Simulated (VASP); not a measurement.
# Pd (I4/mmm) in VASP: further runs

The runs below take Pd through single point, with PBE.

Program: VASP 6.6.1. These are calculated values, not measurements. Logs are shortened: lines on timing, memory, paths and dates and some standing lists are left out, and cuts for length are marked.

## Step 1: The cell of the first run

It takes space group I4/mmm (No. 139, tetragonal). The conventional cell has a = 2.338 Å, b = 2.338 Å, c = 3.890 Å, α = 90.00°, β = 90.00°, γ = 90.00°. Within 3.1 Å of Pd (site symmetry 4/mmm) lie 12 Pd at 2.34 to 2.55 Å.

## Step 2: Single point, PBE (strain -0.1500 x Voigt [1, 1, 0, 0, 0, 0])

File INCAR:

```
SYSTEM = Pd
PREC     = Accurate       ! precision mode
ENCUT    = 500            ! plane-wave cutoff, eV
EDIFF    = 1E-6           ! SCF threshold, eV
ISMEAR   = 0              ! smearing method
SIGMA    = 0.15           ! smearing width, eV
LREAL    = .False.        ! projectors in reciprocal space
LASPH    = .True.         ! aspherical terms in the spheres
NELM     = 120            ! most SCF steps
ALGO     = Normal         ! electronic algorithm
ISIF     = 2              ! what is computed and relaxed
LWAVE    = .False.        ! write WAVECAR
LCHARG   = .True.         ! write CHGCAR
GGA      = PE             ! functional
LELF     = .True.         ! ELF
LVHAR    = .True.       
NBANDS   = 11             ! bands
GGA_COMPAT= .False.
```

File KPOINTS:

```
regular mesh
0
Gamma
  8 8 8
  0 0 0
```

File POSCAR:

```
Pd
1.0
    0.0000000000      1.6531650000      1.9449000000
    1.6531650000      0.0000000000      1.9449000000
    1.6531650000      1.6531650000      0.0000000000
Pd
1
Direct
    0.0000000000      0.0000000000      0.0000000000
```

Potentials or basis: VASP PAW PBE potentials, release 64 (Pd).

Run with:

```sh
cat potpaw_PBE.64/Pd/POTCAR > POTCAR
mpirun -np 1 vasp_std > vasp.out
```

OUTCAR:

```text
SYSTEM = Pd
   PREC = Accurate
   ENCUT = 500
   EDIFF = 1E-6
   ISMEAR = 0
   LREAL = .False.
   LASPH = .True.
   NELM = 120
   ISIF = 2
   GGA = PE

 ion  position               nearest neighbor table
   1  0.000  0.000  0.000-

  LATTYP: Found a body centered tetragonal cell.
 ALAT       =     2.3379283638
 C/A-ratio  =     1.6637806616

  Lattice vectors:

 A1 = (  -1.6531650000,   0.0000000000,   1.9449000000)
 A2 = (   1.6531650000,   0.0000000000,   1.9449000000)
 A3 = (   0.0000000000,   1.6531650000,  -1.9449000000)

Analysis of symmetry for initial positions (statically):
=====================================================================
 Subroutine PRICEL returns:
 Original cell was already a primitive cell.

 Routine SETGRP: Setting up the symmetry group for a
 body centered tetragonal supercell.

 Subroutine GETGRP returns: Found 16 space group operations
 (whereof 16 operations were pure point group operations)
 out of a pool of 16 trial point group operations.

The static configuration has the point symmetry D_4h.

Analysis of symmetry for dynamics (positions and initial velocities):
=====================================================================
 Subroutine PRICEL returns:
 Original cell was already a primitive cell.

 Routine SETGRP: Setting up the symmetry group for a
 body centered tetragonal supercell.

 Subroutine GETGRP returns: Found 16 space group operations
 (whereof 16 operations were pure point group operations)
 out of a pool of 16 trial point group operations.

The dynamic configuration has the point symmetry D_4h.

 Subroutine INISYM returns: Found 16 space group operations
 (whereof 16 operations are pure point group operations),
 and found     1 'primitive' translations

----------------------------------------------------------------------------------------

                                     Primitive cell

  volume of cell :      10.6306

  direct lattice vectors                    reciprocal lattice vectors
     0.000000000  1.653165000  1.944900000    -0.302450149  0.302450149  0.257082626
     1.653165000  0.000000000  1.944900000     0.302450149 -0.302450149  0.257082626
     1.653165000  1.653165000  0.000000000     0.302450149  0.302450149 -0.257082626

  length of vectors
     2.552565480  2.552565480  2.337928364     0.499042745  0.499042745  0.499042745

  position of ions in fractional coordinates (direct lattice)
     0.000000000  0.000000000  0.000000000

  ion indices of the primitive-cell ions
   primitive index   ion index
                 1           1

----------------------------------------------------------------------------------------

 KPOINTS: regular mesh

Automatic generation of k-mesh.
 Grid dimensions read from file:
 generate k-points for:    8    8    8

 Generating k-lattice:

  Cartesian coordinates                     Fractional coordinates (reciprocal lattice)
    -0.037806269  0.037806269  0.032135328     0.125000000  0.000000000  0.000000000
     0.037806269 -0.037806269  0.032135328     0.000000000  0.125000000  0.000000000
     0.037806269  0.037806269 -0.032135328     0.000000000  0.000000000  0.125000000

  Length of vectors
     0.062380343  0.062380343  0.062380343

  Shift w.r.t. Gamma in fractional coordinates (k-lattice)
     0.000000000  0.000000000  0.000000000

 Subroutine IBZKPT returns following result:
 ===========================================

 Found     59 irreducible k-points:

 Following reciprocal coordinates:
            Coordinates               Weight
  0.000000  0.000000  0.000000      1.000000
  0.125000  0.000000  0.000000      8.000000
  0.250000  0.000000  0.000000      8.000000
  0.375000  0.000000  0.000000      8.000000
  0.500000  0.000000  0.000000      4.000000
  0.125000  0.125000  0.000000      2.000000
[... 16 lines left out ...]
  0.250000  0.000000  0.125000     16.000000
  0.375000  0.000000  0.125000     16.000000
 [... further k-points ...]
   k-points           NKPTS =     59   k-points in BZ     NKDIM =     59   number of bands    NBANDS=     11
   number of dos      NEDOS =    301   number of ions     NIONS =      1
   total plane-waves  NPLWV =   7200
   dimension x,y,z NGX =    20 NGY =   20 NGZ =   18
   dimension x,y,z NGXF=    40 NGYF=   40 NGZF=   36
   ions per type =               1
   NGX,Y,Z   is equivalent  to a cutoff of  13.03, 13.03, 12.80 a.u.
   NGXF,Y,Z  is equivalent  to a cutoff of  26.05, 26.05, 25.60 a.u.
 SYSTEM =  Pd
   PREC   = accura    normal or accurate (medium, high low for compatibility)
   ISTART =      0    job   : 0-new  1-cont  2-samecut
   ICHARG =      2    charge: 1-file 2-atom 10-const
   ISPIN  =      1    spin polarized calculation?
   LNONCOLLINEAR =      F non collinear calculations
   LSORBIT =      F    spin-orbit coupling
   LASPH  =      T    aspherical Exc in radial PAW
   ENCUT  =  500.0 eV  36.75 Ry    6.06 a.u.   4.65  4.65  4.26*2*pi/ulx,y,z
   NELM   =    120;   NELMIN=  2; NELMDL= -5     # of ELM steps
   EDIFF  = 0.1E-05   stopping-criterion for ELM
   LREAL  =      F    real-space projection
   EDIFFG = 0.1E-04   stopping-criterion for IOM
   NSW    =      0    number of steps for IOM
   IBRION =     -1    ionic relax: 0-MD 1-quasi-New 2-CG
   NFREE  =      0    steps in history (QN), initial steepest desc. (CG)
   ISIF   =      2    stress and relaxation
   ISYM   =      2    0-nonsym 1-usesym 2-fastsym
   POTIM  = 0.5000    time-step for ionic-motion
   TEBEG  =    0.0;   TEEND  =   0.0 temperature during run
   PSTRESS=    0.0 pullay stress
   NELECT =      10.0000    total number of electrons
   NUPDOWN=      -1.0000    fix difference up-down
   EMIN   =  10.00;   EMAX   =-10.00  energy-range for DOS
   EFERMI =   0.00;   METHOD = LEGACY
   ISMEAR =     0;   SIGMA  =   0.15  broadening in eV -4-tet -1-fermi 0-gaus
   EFERMI_NEDOS =   21; number of points for ismear=-14 and -15
   IALGO  =     38    algorithm
   IMIX   =      4    mixing-type and parameters
     AMIX     =   0.40;   BMIX     =  1.00
     AMIX_MAG =   1.60;   BMIX_MAG =  1.00
  volume/ion in A,a.u.               =      10.63        71.74
  Fermi-wavevector in a.u.,A,eV,Ry     =   1.604064  3.031241 35.008066  2.573020
  Thomas-Fermi vector in A             =   2.700628
   LORBIT       =      0    0 simple, 1 ext, 2 COOP (PROOUT), +10 PAW based schemes
   GGA     = PE    functional components
   LHFCALC =     F    Hartree Fock is set to
   AEXX    =    0.0000 exact exchange contribution
   IVDW    =     0    specifies the selected vdW correction
   LEPSILON=     F    determine dielectric tensor
   LRPA    =     F    only Hartree local field effects (RPA)
 non-spin polarized calculation
 Gauss-broadening in eV      SIGMA  =   0.15
  energy-cutoff  :      500.00
  volume of cell :       10.63
 maximum number of plane-waves:       283
   NGX =  9   NGY =  9   NGZ =  9

 number of electron      10.0000001 magnetization

 Free energy of the ion-electron system (eV)
  ---------------------------------------------------
  ext. energy  EPLUGINS =         0.00000000
  ---------------------------------------------------
  free energy    TOTEN  =        -3.39925575 eV

  energy without entropy =       -3.38620724  energy(sigma->0) =       -3.39273149

 E-fermi :  16.5711     XC(G=0): -15.3155

 val. band max:       16.5496636228   @ k =  -0.3750   0.1250   0.2500
 cond. band min:      16.5793602838   @ k =   0.3750   0.2500   0.0000
 fundamental gap:      0.0296966610
 Fermi energy:        16.5710985108

 k-point     1 :       0.0000    0.0000    0.0000
  band No.  band energies     occupation
      1       6.5239      2.00000
      2      10.1832      2.00000
      3      12.7525      2.00000
      4      12.7525      2.00000
      5      12.8192      2.00000
      6      15.7678      2.00000
      7      33.6875      0.00000
      8      36.2083      0.00000
      9      41.3924      0.00000
     10      42.1197      0.00000
     11      42.1197      0.00000

 k-point     2 :       0.1250    0.0000    0.0000
  band No.  band energies     occupation
      1       7.2588      2.00000
      2      10.4638      2.00000
      3      12.2420      2.00000
      4      13.0289      2.00000
      5      13.0588      2.00000
      6      15.4207      2.00000
      7      34.7327      0.00000
      8      36.3619      0.00000
      9      39.8594      0.00000
     10      41.4238      0.00000
     11      43.3762      0.00000

 k-point     3 :       0.2500    0.0000    0.0000
  band No.  band energies     occupation
      1       8.4315      2.00000
      2      11.0727      2.00000
      3      11.8870      2.00000
      4      13.3813      2.00000
      5      14.2120      2.00000
      6      15.0662      2.00000
      7      33.5351      0.00000
      8      35.5554      0.00000
      9      41.3438      0.00000
     10      41.6921      0.00000
     11      44.8118      0.00000

 k-point     4 :       0.3750    0.0000    0.0000
  band No.  band energies     occupation
      1       8.2711      2.00000
      2      10.7363      2.00000
      3      12.9881      2.00000
      4      14.7119      2.00000
      5      15.6938      2.00000
      6      16.0565      2.00000
      7      29.7434      0.00000
      8      33.2884      0.00000
      9      41.4089      0.00000
     10      42.0973      0.00000
     11      43.5573      0.00000

 k-point     5 :       0.5000    0.0000    0.0000
  band No.  band energies     occupation
      1       8.0204      2.00000
      2      10.6044      2.00000
      3      12.7308      2.00000
      4      16.1235      1.99998
      5      16.9222      0.00093
      6      16.9402      0.00050
      7      27.3062      0.00000
      8      32.1980      0.00000
      9      40.0382      0.00000
     10      41.4141      0.00000
     11      42.1988      0.00000
[... 211 lines left out ...]
 k-point    21 :       0.5000    0.5000    0.0000
  band No.  band energies     occupation
      1       7.7311      2.00000
      2       7.9606      2.00000
      3      16.7633      0.06999
      4      16.9711      0.00016
      5      16.9711      0.00016
      6      17.4899      0.00000
      7      28.0168      0.00000
      8      33.8459      0.00000
      9      33.8459      0.00000
     10      41.3052      0.00000
     11      45.5016      0.00000

 k-point    22 :       0.1250    0.0000    0.1250
  band No.  band energies     occupation
      1       7.6078      2.00000
      2      10.9994      2.00000
      3      11.8806      2.00000
      4      12.9790      2.00000
      5      13.1814      2.00000
      6      15.0150      2.00000
      7      35.3369      0.00000
      8      37.2120      0.00000
      9      38.8119      0.00000
     10      41.4207      0.00000
     11      42.5151      0.00000

 k-point    23 :       0.2500    0.0000    0.1250
  band No.  band energies     occupation
      1       8.8281      2.00000
      2      11.0460      2.00000
      3      11.7037      2.00000
      4      13.1907      2.00000
      5      14.0977      2.00000
      6      14.8448      2.00000
      7      35.2198      0.00000
      8      36.6568      0.00000
      9      39.0009      0.00000
     10      41.3928      0.00000
     11      43.6206      0.00000

 k-point    24 :       0.3750    0.0000    0.1250
  band No.  band energies     occupation
      1       8.8872      2.00000
      2      11.4713      2.00000
      3      11.7604      2.00000
      4      12.9165      2.00000
      5      16.0007      2.00000
      6      16.8588      0.00668
      7      31.2030      0.00000
      8      34.9330      0.00000
      9      39.7560      0.00000
     10      41.3676      0.00000
     11      42.3276      0.00000

 [... further k-points ...]
[... 5 lines left out ...]
  --------------------------------------------------------------------------------------
  -------------------------------------------------------------------------------------
  Total       12.4180928     12.4180928      8.9122227      0.0000000      0.0000000      0.0000000
  in kB     1871.5688428   1871.5688428   1343.1884137      0.0000000      0.0000000      0.0000000
  external PRESSURE =    1695.4420331 kB  Pullay stress =       0.0000000 kB

 VOLUME and BASIS-vectors are now :
 -----------------------------------------------------------------------------
  energy-cutoff  :      500.00
  volume of cell :       10.63
      direct lattice vectors                 reciprocal lattice vectors
     0.000000000  1.653165000  1.944900000    -0.302450149  0.302450149  0.257082626
     1.653165000  0.000000000  1.944900000     0.302450149 -0.302450149  0.257082626
     1.653165000  1.653165000  0.000000000     0.302450149  0.302450149 -0.257082626

 POSITION                                       TOTAL-FORCE (eV/Angst)
 -----------------------------------------------------------------------------------
      0.00000      0.00000      0.00000        -0.000000      0.000000      0.000000
 -----------------------------------------------------------------------------------
    total drift:                                0.000000     -0.000000      0.000000

  FREE ENERGIE OF THE ION-ELECTRON SYSTEM (eV)
  ---------------------------------------------------
  free  energy   TOTEN  =        -3.3992557518 eV

  energy  without entropy=       -3.3862072376  energy(sigma->0) =       -3.39273149
```

It took 13 s on 1 thread of Intel Xeon 8259CL, shared host; peak memory 0.12 GiB.

Results:

* Free energy: -3.3993 eV
* Pressure: 169.5 GPa
* Band gap on the k mesh: zero (band 5 reaches 18.23 eV, above the bottom of band 6 at 14.49 eV)

Caveat: the k points lie up to 0.39 Å⁻¹ apart; the cell differs from its parent crystal (strain -0.1500 x Voigt [1, 1, 0, 0, 0, 0]).

## Step 3: Single point, PBE (strain -0.1125 x Voigt [1, 1, 0, 0, 0, 0])

File INCAR:

```
ALGO = Normal
EDIFF = 1E-6
ENCUT = 500
GGA = PE
GGA_COMPAT = F
ISIF = 2
ISMEAR = 0
LASPH = T
LCHARG = F
LREAL = F
LWAVE = F
NBANDS = 11
NELM = 120
PREC = Accurate
SIGMA = 0.15
```

File KPOINTS:

```
k-points
0
Gamma
  8 8 8
```

File POSCAR:

```
Pd
1.0
    0.0000000000      1.7260987500      1.9449000000
    1.7260987500      0.0000000000      1.9449000000
    1.7260987500      1.7260987500      0.0000000000
Pd
1
Direct
    0.0000000000      0.0000000000      0.0000000000
```

Potentials or basis: VASP PAW PBE potentials, release 64 (Pd).

Run with:

```sh
cat potpaw_PBE.64/Pd/POTCAR > POTCAR
mpirun -np 1 vasp_std > vasp.out
```

It took 13 s on 1 thread of Intel Xeon 8259CL, shared host; peak memory 0.13 GiB.

The run converged. Its results:

```yaml
Free_energy: -4.2716 eV
Pressure: 102.4 GPa
Band_gap_on_the_k_mesh: zero (band 5 reaches 15.69 eV, above the bottom of band 6 at 12.72 eV)
```

Stress tensor (GPa, compression positive):
```
110.28   0.00   0.00
  0.00 110.28   0.00
  0.00   0.00  86.51
```

Levels at points of the mesh, in eV from the Fermi level:
```csv
k point,band 1,band 2,band 3,band 4,band 5,band 6,band 7,band 8,band 9,band 10
"(0.00, 0.00, 0.00)",-9.27,-5.28,-3.61,-3.61,-2.88,-1.03,17.13,20.51,24.50,24.50
"(0.50, 0.00, 0.00)",-7.59,-5.03,-3.61,-0.37,0.23,0.44,9.61,15.99,22.67,24.47
"(0.50, 0.50, 0.00)",-7.86,-7.55,0.03,0.34,0.34,1.56,11.19,16.10,16.10,24.94
"(0.50, 0.00, 0.50)",-8.01,-7.42,-0.30,-0.27,1.11,4.33,13.02,14.55,14.78,24.47
```

Caveat: the k points lie up to 0.38 Å⁻¹ apart; the cell differs from its parent crystal (strain -0.1125 x Voigt [1, 1, 0, 0, 0, 0]).

## Step 4: Single point, PBE (strain +0.0750 x Voigt [1, 1, 0, 0, 0, 0])

File INCAR:

```
PREC = Accurate
ENCUT = 500
EDIFF = 1E-6
ISMEAR = 0
SIGMA = 0.15
LREAL = F
LASPH = T
NELM = 120
ALGO = Normal
ISIF = 2
LWAVE = F
LCHARG = T
GGA = PE
LELF = T
LVHAR = T
NBANDS = 11
GGA_COMPAT = F
```

File KPOINTS:

```
Automatic mesh
0
Gamma
  8 8 8
```

File POSCAR:

```
Pd
1.0
    0.0000000000      2.0907675000      1.9449000000
    2.0907675000      0.0000000000      1.9449000000
    2.0907675000      2.0907675000      0.0000000000
Pd
1
Direct
    0.0000000000      0.0000000000      0.0000000000
```

Run with:

```sh
cat potpaw_PBE.64/Pd/POTCAR > POTCAR
mpirun -np 1 vasp_std > vasp.out
```

Run time: 16 s. Hardware: 1 thread of Intel Xeon 8259CL, shared host; peak memory 0.14 GiB.

Results (log left out):

```
Free energy            : -5.1344 eV
Pressure               : -12.6 GPa
Band gap on the k mesh : zero (band 5 reaches 7.96 eV, above the bottom of band 6 at 6.57 eV)
```

Stress tensor (GPa, compression positive):
```
-13.11   0.00   0.00
  0.00 -13.11   0.00
  0.00   0.00 -11.51
```

Levels at points of the mesh, in eV from the Fermi level:
| k point | band 2 | band 3 | band 4 | band 5 | band 6 | band 7 | band 8 | band 9 |
| --- | --- | --- | --- | --- | --- | --- | --- | --- |
| (0.00, 0.00, 0.00) | -2.46 | -2.46 | -1.94 | -1.32 | -0.79 | 17.04 | 20.51 | 20.51 |
| (0.50, 0.00, 0.00) | -2.59 | -2.06 | -0.21 | 0.05 | 1.26 | 6.25 | 16.10 | 18.85 |
| (0.50, 0.50, 0.00) | -4.11 | -0.10 | 0.18 | 0.18 | 4.20 | 10.55 | 11.53 | 11.53 |
| (0.50, 0.00, 0.50) | -4.09 | -0.13 | -0.02 | 0.32 | 2.90 | 8.75 | 12.72 | 12.96 |

Caveat: the cell differs from its parent crystal (strain +0.0750 x Voigt [1, 1, 0, 0, 0, 0]).

(Part 1 of 3 ends here.)
